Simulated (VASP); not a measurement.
# BiS (Pm-3m) in VASP: a series of runs

BiS is run at these levels: PBE; tasks: single point.

All numbers are computed with VASP 6.6.1; they aren't measurements. Logs are shortened: lines on timing, memory, paths and dates and some standing lists are left out, and cuts for length are marked.

### 1 The cell of the first run

The structure is cubic, space group Pm-3m (No. 221). The conventional cell has a = 4.003 Å, b = 4.003 Å, c = 4.003 Å, α = 90.00°, β = 90.00°, γ = 90.00°. Bi (site symmetry m-3m) has 8 S at 3.47 Å and 6 Bi at 4.00 Å within 4.6 Å. Within 4.6 Å of S (site symmetry m-3m) lie 8 Bi at 3.47 Å and 6 S at 4.00 Å.

### 2 Single point, PBE

INCAR reads:

```
SYSTEM = BiS
ALGO = Normal
EDIFF = 1E-6
ENCUT = 500
GGA = PE
GGA_COMPAT = .False.
ISIF = 2
ISMEAR = 0
LASPH = .True.
LCHARG = .False.
LREAL = .False.
LWAVE = .False.
NBANDS = 18
NELM = 120
PREC = Accurate
SIGMA = 0.025
```

KPOINTS reads:

```
k-points
0
Gamma
  7 7 7
  0 0 0
```

POSCAR reads:

```
BiS
1.0
    4.0029443400      0.0000000000      0.0000000000
    0.0000000000      4.0029443400      0.0000000000
    0.0000000000      0.0000000000      4.0029443400
Bi S
1 1
Direct
    0.5000000000      0.5000000000      0.5000000000
    0.0000000000      0.0000000000      0.0000000000
```

Potentials or basis: VASP PAW PBE potentials, release 64 (Bi_d, S).

On the command line:

```bash
> cat potpaw_PBE.64/Bi_d/POTCAR potpaw_PBE.64/S/POTCAR > POTCAR
> mpirun -np 1 vasp_std > vasp.out
```

OUTCAR:

```text
SYSTEM = BiS
   EDIFF = 1E-6
   ENCUT = 500
   GGA = PE
   ISIF = 2
   ISMEAR = 0
   LASPH = .True.
   LREAL = .False.
   NELM = 120
   PREC = Accurate

 ion  position               nearest neighbor table
   1  0.500  0.500  0.500-
   2  0.000  0.000  0.000-

  LATTYP: Found a simple cubic cell.
 ALAT       =     4.0029443400

  Lattice vectors:

 A1 = (   4.0029443400,   0.0000000000,   0.0000000000)
 A2 = (   0.0000000000,   4.0029443400,   0.0000000000)
 A3 = (   0.0000000000,   0.0000000000,   4.0029443400)

Analysis of symmetry for initial positions (statically):
=====================================================================
 Subroutine PRICEL returns:
 Original cell was already a primitive cell.

 Routine SETGRP: Setting up the symmetry group for a
 simple cubic supercell.

 Subroutine GETGRP returns: Found 48 space group operations
 (whereof 48 operations were pure point group operations)
 out of a pool of 48 trial point group operations.

The static configuration has the point symmetry O_h .

Analysis of symmetry for dynamics (positions and initial velocities):
=====================================================================
 Subroutine PRICEL returns:
 Original cell was already a primitive cell.

 Routine SETGRP: Setting up the symmetry group for a
 simple cubic supercell.

 Subroutine GETGRP returns: Found 48 space group operations
 (whereof 48 operations were pure point group operations)
 out of a pool of 48 trial point group operations.

The dynamic configuration has the point symmetry O_h .

 Subroutine INISYM returns: Found 48 space group operations
 (whereof 48 operations are pure point group operations),
 and found     1 'primitive' translations

----------------------------------------------------------------------------------------

                                     Primitive cell

  volume of cell :      64.1414

  direct lattice vectors                    reciprocal lattice vectors
     4.002944340  0.000000000  0.000000000     0.249816114  0.000000000  0.000000000
     0.000000000  4.002944340  0.000000000     0.000000000  0.249816114  0.000000000
     0.000000000  0.000000000  4.002944340     0.000000000  0.000000000  0.249816114

  length of vectors
     4.002944340  4.002944340  4.002944340     0.249816114  0.249816114  0.249816114

  position of ions in fractional coordinates (direct lattice)
     0.500000000  0.500000000  0.500000000
     0.000000000  0.000000000  0.000000000

  ion indices of the primitive-cell ions
   primitive index   ion index
                 1           1
                 2           2

----------------------------------------------------------------------------------------

 KPOINTS: k-points

Automatic generation of k-mesh.
 Grid dimensions read from file:
 generate k-points for:    7    7    7

 Generating k-lattice:

  Cartesian coordinates                     Fractional coordinates (reciprocal lattice)
     0.035688016  0.000000000  0.000000000     0.142857143  0.000000000  0.000000000
     0.000000000  0.035688016  0.000000000     0.000000000  0.142857143  0.000000000
     0.000000000  0.000000000  0.035688016     0.000000000  0.000000000  0.142857143

  Length of vectors
     0.035688016  0.035688016  0.035688016

  Shift w.r.t. Gamma in fractional coordinates (k-lattice)
     0.000000000  0.000000000  0.000000000

 Subroutine IBZKPT returns following result:
 ===========================================

 Found     20 irreducible k-points:

 Following reciprocal coordinates:
            Coordinates               Weight
  0.000000  0.000000  0.000000      1.000000
  0.142857  0.000000  0.000000      6.000000
  0.285714  0.000000  0.000000      6.000000
  0.428571  0.000000  0.000000      6.000000
  0.142857  0.142857  0.000000     12.000000
  0.285714  0.142857  0.000000     24.000000
[... 12 lines left out ...]
  0.428571  0.428571  0.285714     24.000000
  0.428571  0.428571  0.428571      8.000000
   k-points           NKPTS =     20   k-points in BZ     NKDIM =     20   number of bands    NBANDS=     18
   number of dos      NEDOS =    301   number of ions     NIONS =      2
   total plane-waves  NPLWV =  27000
   dimension x,y,z NGX =    30 NGY =   30 NGZ =   30
   dimension x,y,z NGXF=    60 NGYF=   60 NGZF=   60
   ions per type =               1   1
   NGX,Y,Z   is equivalent  to a cutoff of  12.46, 12.46, 12.46 a.u.
   NGXF,Y,Z  is equivalent  to a cutoff of  24.92, 24.92, 24.92 a.u.
 SYSTEM =  BiS
   PREC   = accura    normal or accurate (medium, high low for compatibility)
   ISTART =      0    job   : 0-new  1-cont  2-samecut
   ICHARG =      2    charge: 1-file 2-atom 10-const
   ISPIN  =      1    spin polarized calculation?
   LNONCOLLINEAR =      F non collinear calculations
   LSORBIT =      F    spin-orbit coupling
   LASPH  =      T    aspherical Exc in radial PAW
   ENCUT  =  500.0 eV  36.75 Ry    6.06 a.u.   7.30  7.30  7.30*2*pi/ulx,y,z
   NELM   =    120;   NELMIN=  2; NELMDL= -5     # of ELM steps
   EDIFF  = 0.1E-05   stopping-criterion for ELM
   LREAL  =      F    real-space projection
[... 7 lines left out ...]
   TEBEG  =    0.0;   TEEND  =   0.0 temperature during run
   PSTRESS=    0.0 pullay stress
   NELECT =      21.0000    total number of electrons
   NUPDOWN=      -1.0000    fix difference up-down
   EMIN   =  10.00;   EMAX   =-10.00  energy-range for DOS
   EFERMI =   0.00;   METHOD = LEGACY
   ISMEAR =     0;   SIGMA  =   0.03  broadening in eV -4-tet -1-fermi 0-gaus
   EFERMI_NEDOS =   21; number of points for ismear=-14 and -15
   IALGO  =     38    algorithm
   IMIX   =      4    mixing-type and parameters
     AMIX     =   0.40;   BMIX     =  1.00
     AMIX_MAG =   1.60;   BMIX_MAG =  1.00
  volume/ion in A,a.u.               =      32.07       216.42
  Fermi-wavevector in a.u.,A,eV,Ry     =   1.128327  2.132229 17.321879  1.273122
  Thomas-Fermi vector in A             =   2.265017
   LORBIT       =      0    0 simple, 1 ext, 2 COOP (PROOUT), +10 PAW based schemes
   GGA     = PE    functional components
   LHFCALC =     F    Hartree Fock is set to
   AEXX    =    0.0000 exact exchange contribution
   IVDW    =     0    specifies the selected vdW correction
   LEPSILON=     F    determine dielectric tensor
   LRPA    =     F    only Hartree local field effects (RPA)
 non-spin polarized calculation
 Gauss-broadening in eV      SIGMA  =   0.03
  energy-cutoff  :      500.00
  volume of cell :       64.14
 maximum number of plane-waves:      1647
 NGX is ok and might be reduce to    30
   NGX = 15   NGY = 15   NGZ = 15

 number of electron      21.0000014 magnetization

 Free energy of the ion-electron system (eV)
  ---------------------------------------------------
  ext. energy  EPLUGINS =         0.00000000
  ---------------------------------------------------
  free energy    TOTEN  =        -7.10318743 eV

  energy without entropy =       -7.10258243  energy(sigma->0) =       -7.10288493

 E-fermi :   4.5626     XC(G=0):  -9.1265

 val. band max:        4.4558799227   @ k =   0.2857   0.0000   0.0000
 cond. band min:       4.5819359454   @ k =   0.2857   0.1429   0.1429
 fundamental gap:      0.1260560228
 Fermi energy:         4.5626325611

 k-point     1 :       0.0000    0.0000    0.0000
  band No.  band energies     occupation
      1     -19.2684      2.00000
      2     -19.2684      2.00000
      3     -19.2235      2.00000
      4     -19.2235      2.00000
      5     -19.2235      2.00000
      6      -8.5922      2.00000
[... 10 lines left out ...]
     17      15.2207      0.00000
     18      15.2207      0.00000

 k-point     2 :       0.1429    0.0000    0.0000
  band No.  band energies     occupation
      1     -19.2682      2.00000
      2     -19.2625      2.00000
      3     -19.2251      2.00000
      4     -19.2251      2.00000
      5     -19.2234      2.00000
      6      -8.4630      2.00000
[... 10 lines left out ...]
     17      14.8864      0.00000
     18      14.8864      0.00000

 k-point     3 :       0.2857    0.0000    0.0000
  band No.  band energies     occupation
      1     -19.2678      2.00000
      2     -19.2493      2.00000
      3     -19.2286      2.00000
      4     -19.2286      2.00000
      5     -19.2231      2.00000
      6      -8.0980      2.00000
[... 10 lines left out ...]
     17      14.2845      0.00000
     18      14.8218      0.00000

 k-point     4 :       0.4286    0.0000    0.0000
  band No.  band energies     occupation
      1     -19.2674      2.00000
      2     -19.2387      2.00000
      3     -19.2314      2.00000
      4     -19.2314      2.00000
      5     -19.2228      2.00000
      6      -7.6091      2.00000
[... 10 lines left out ...]
     17      15.3922      0.00000
     18      15.3935      0.00000

 k-point     5 :       0.1429    0.1429    0.0000
  band No.  band energies     occupation
      1     -19.2652      2.00000
      2     -19.2594      2.00000
      3     -19.2267      2.00000
      4     -19.2250      2.00000
      5     -19.2249      2.00000
      6      -8.3384      2.00000
[... 10 lines left out ...]
     17      14.1239      0.00000
     18      14.5571      0.00000

 k-point     6 :       0.2857    0.1429    0.0000
  band No.  band energies     occupation
      1     -19.2637      2.00000
      2     -19.2472      2.00000
      3     -19.2304      2.00000
      4     -19.2284      2.00000
      5     -19.2246      2.00000
      6      -7.9898      2.00000
[... 223 lines left out ...]
 k-point    17 :       0.2857    0.2857    0.2857
  band No.  band energies     occupation
      1     -19.2387      2.00000
      2     -19.2387      2.00000
      3     -19.2340      2.00000
      4     -19.2335      2.00000
      5     -19.2335      2.00000
      6      -7.4070      2.00000
[... 10 lines left out ...]
     17      14.9023      0.00000
     18      15.0010      0.00000

 k-point    18 :       0.4286    0.2857    0.2857
  band No.  band energies     occupation
      1     -19.2385      2.00000
      2     -19.2371      2.00000
      3     -19.2366      2.00000
      4     -19.2333      2.00000
      5     -19.2279      2.00000
      6      -7.2079      2.00000
[... 10 lines left out ...]
     17      15.6639      0.00000
     18      15.7535      0.00000

 k-point    19 :       0.4286    0.4286    0.2857
  band No.  band energies     occupation
      1     -19.2402      2.00000
      2     -19.2364      2.00000
      3     -19.2363      2.00000
      4     -19.2330      2.00000
      5     -19.2224      2.00000
      6      -7.1116      2.00000
[... 10 lines left out ...]
     17      15.3972      0.00000
     18      17.3894      0.00000

 k-point    20 :       0.4286    0.4286    0.4286
  band No.  band energies     occupation
      1     -19.2397      2.00000
      2     -19.2395      2.00000
      3     -19.2395      2.00000
      4     -19.2222      2.00000
      5     -19.2222      2.00000
      6      -7.0452      2.00000
[... 10 lines left out ...]
     17      17.4253      0.00000
     18      17.6240      0.00000

------------------------ aborting loop because EDIFF is reached ----------------------------------------

  FORCE on cell =-STRESS in cart. coord.  units (eV):
  Direction    XX          YY          ZZ          XY          YZ          ZX
  --------------------------------------------------------------------------------------
  -------------------------------------------------------------------------------------
  Total       -4.3827007     -4.3827007     -4.3827007      0.0000000      0.0000000      0.0000000
  in kB     -109.4746943   -109.4746943   -109.4746943      0.0000000      0.0000000      0.0000000
  external PRESSURE =    -109.4746943 kB  Pullay stress =       0.0000000 kB

 VOLUME and BASIS-vectors are now :
 -----------------------------------------------------------------------------
  energy-cutoff  :      500.00
  volume of cell :       64.14
      direct lattice vectors                 reciprocal lattice vectors
     4.002944340  0.000000000  0.000000000     0.249816114  0.000000000  0.000000000
     0.000000000  4.002944340  0.000000000     0.000000000  0.249816114  0.000000000
     0.000000000  0.000000000  4.002944340     0.000000000  0.000000000  0.249816114

 POSITION                                       TOTAL-FORCE (eV/Angst)
 -----------------------------------------------------------------------------------
      2.00147      2.00147      2.00147         0.000000      0.000000      0.000000
      0.00000      0.00000      0.00000         0.000000      0.000000      0.000000
 -----------------------------------------------------------------------------------
    total drift:                                0.000000      0.000000      0.000000

  FREE ENERGIE OF THE ION-ELECTRON SYSTEM (eV)
  ---------------------------------------------------
  free  energy   TOTEN  =        -7.1031874300 eV

  energy  without entropy=       -7.1025824304  energy(sigma->0) =       -7.10288493
```

Wall time 18 s (1 thread of Intel Xeon Platinum 8488C (Sapphire Rapids), shared host); peak memory 0.17 GiB.

Results:

| Quantity | Value |
| --- | --- |
| Free energy | -7.1032 eV |
| Pressure | -10.9 GPa |
| Band gap on the k mesh | zero (an odd number of electrons rules out a gap without spin polarisation) |

Caveat: the cell stands under tension; spin-orbit coupling is left out, which moves the levels of the heavy elements.

### 3 Single point, PBE

INCAR reads:

```
SYSTEM = BiS
ALGO     = Normal         ! electronic algorithm
EDIFF    = 1E-6           ! SCF threshold, eV
ENCUT    = 500            ! plane-wave cutoff, eV
GGA      = PE             ! functional
GGA_COMPAT= .FALSE.      
ISIF     = 2              ! what is computed and relaxed
ISMEAR   = 0              ! smearing method
LASPH    = .TRUE.         ! aspherical terms in the spheres
LCHARG   = .FALSE.        ! write CHGCAR
LREAL    = .FALSE.        ! projectors in reciprocal space
LWAVE    = .FALSE.        ! write WAVECAR
NBANDS   = 18             ! bands
NELM     = 120            ! most SCF steps
PREC     = Accurate       ! precision mode
SIGMA    = 0.026000000000000002 ! smearing width, eV
```

KPOINTS reads:

```
k-points
0
G
  7 7 7
  0 0 0
```

POSCAR is that of step 2.

Potentials or basis: VASP PAW PBE potentials, release 64 (Bi_d, S).

On the command line:

```bash
> cat potpaw_PBE.64/Bi_d/POTCAR potpaw_PBE.64/S/POTCAR > POTCAR
> mpirun -np 1 vasp_std > vasp.out
```

Wall time 16 s (1 thread of Intel Xeon Platinum 8488C (Sapphire Rapids), shared host); peak memory 0.17 GiB.

The run converged. Its results:

```
Free energy            : -7.1032 eV
Pressure               : -10.9 GPa
Band gap on the k mesh : zero (an odd number of electrons rules out a gap without spin polarisation)
```

Levels at points of the mesh, in eV from the Fermi level:
```csv
k point,band 7,band 8,band 9,band 10,band 11,band 12,band 13,band 14
"(0.00, 0.00, 0.00)",-10.11,-2.26,-2.26,-2.26,2.43,2.43,2.43,4.43
```

Caveat: the cell stands under tension; spin-orbit coupling is left out, which moves the levels of the heavy elements.

### 4 Single point, PBE

This run uses another cell than the first one, of 23.26 Å³/atom.

INCAR reads:

```
ALGO = Normal ; EDIFF = 1E-6
ENCUT = 520 ; GGA = PE
ISIF = 2 ; ISMEAR = -1
LASPH = True ; LCHARG = True
LELF = True ; LREAL = False
LVHAR = True ; LWAVE = False
NBANDS = 18 ; NELM = 60
PREC = Accurate ; SIGMA = 0.05
```

KPOINTS reads:

```
k-points
0
Gamma
  7 7 7
```

POSCAR reads:

```
BiS
1.0
    3.5965812471      0.0000000000      0.0000000000
    0.0000000000      3.5965812471      0.0000000000
    0.0000000000      0.0000000000      3.5965812471
Bi S
1 1
Direct
    0.5000000000      0.5000000000      0.5000000000
    0.0000000000      0.0000000000      0.0000000000
```

On the command line:

```bash
> cat potpaw_PBE.64/Bi_d/POTCAR potpaw_PBE.64/S/POTCAR > POTCAR
> mpirun -np 1 vasp_std > vasp.out
```

Wall time 25 s (1 thread of Intel Xeon 8259CL, shared host); peak memory 0.16 GiB.

It converged, with:

- Free energy: -7.9267 eV
- Pressure: -0.1 GPa
- Band gap on the k mesh: zero (an odd number of electrons rules out a gap without spin polarisation)

Levels at points of the mesh, in eV from the Fermi level:
| k point | band 6 | band 7 | band 8 | band 9 | band 10 | band 11 | band 12 | band 13 | band 14 | band 15 |
| --- | --- | --- | --- | --- | --- | --- | --- | --- | --- | --- |
| (0.00, 0.00, 0.00) | -15.30 | -9.47 | -3.24 | -3.24 | -3.24 | 3.70 | 3.70 | 4.20 | 4.20 | 4.20 |

Caveat: spin-orbit coupling is left out, which moves the levels of the heavy elements.

### 5 Single point, PBE

INCAR reads:

```
PREC = Accurate
ENCUT = 520
EDIFF = 1E-7
ISMEAR = 0
SIGMA = 0.011
LREAL = F
LASPH = T
NELM = 100
ALGO = Normal
ISIF = 2
LWAVE = F
LCHARG = T
GGA = PE
LELF = T
LVHAR = T
NBANDS = 18
```

KPOINTS reads:

```
regular mesh
0
Gamma
  7 7 7
```

POSCAR reads:

```
BiS
1.0
    4.0029443400      0.0000000000      0.0000000000
    0.0000000000      4.0029443400      0.0000000000
    0.0000000000      0.0000000000      4.0029443400
Bi S
1 1
Direct
    0.5000000000      0.5000000000      0.5000000000
    0.0000000000      0.0000000000      0.0000000000
```

On the command line:

```bash
> cat potpaw_PBE.64/Bi_d/POTCAR potpaw_PBE.64/S/POTCAR > POTCAR
> mpirun -np 1 vasp_std > vasp.out
```

Wall time 26 s (1 thread of Intel Xeon 8259CL, shared host); peak memory 0.17 GiB.

The run converged. Its results:

| Item | Value |
| --- | --- |
| Free energy | -7.1028 eV |
| Pressure | -10.9 GPa |
| Band gap on the k mesh | zero (an odd number of electrons rules out a gap without spin polarisation) |

Levels at points of the mesh, in eV from the Fermi level:
```tsv
k point	band 7	band 8	band 9	band 10	band 11	band 12	band 13	band 14
(0.00, 0.00, 0.00)	-10.12	-2.27	-2.27	-2.27	2.42	2.42	2.42	4.41
```

Caveat: the cell stands under tension; spin-orbit coupling is left out, which moves the levels of the heavy elements.

### 6 Overview

| cell | cutoff (eV) | smearing | gap on the mesh (eV) | pressure (GPa) |
| --- | --- | --- | --- | --- |
| a = 4.003 Å, 2 atoms | 500 | gaussian 0.025 eV | none | -10.9 |
| a = 4.003 Å, 2 atoms | 500 | gaussian 0.026 eV | none | -10.9 |
| a = 3.597 Å, 2 atoms | 520 | fermi-dirac 0.05 eV | none | -0.1 |
| a = 4.003 Å, 2 atoms | 520 | gaussian 0.011 eV | none | -10.9 |

Alike in all rows: task single point; level PBE; potentials or basis VASP PAW PBE potentials, release 64 (Bi_d, S); no spin polarisation; k mesh 7 × 7 × 7.

Caveats: spin-orbit coupling is left out, which moves the levels of the heavy elements; the cell stands under tension (at least some runs).

Total energies depend on the potentials used, so only differences within one code and one set of settings carry meaning.
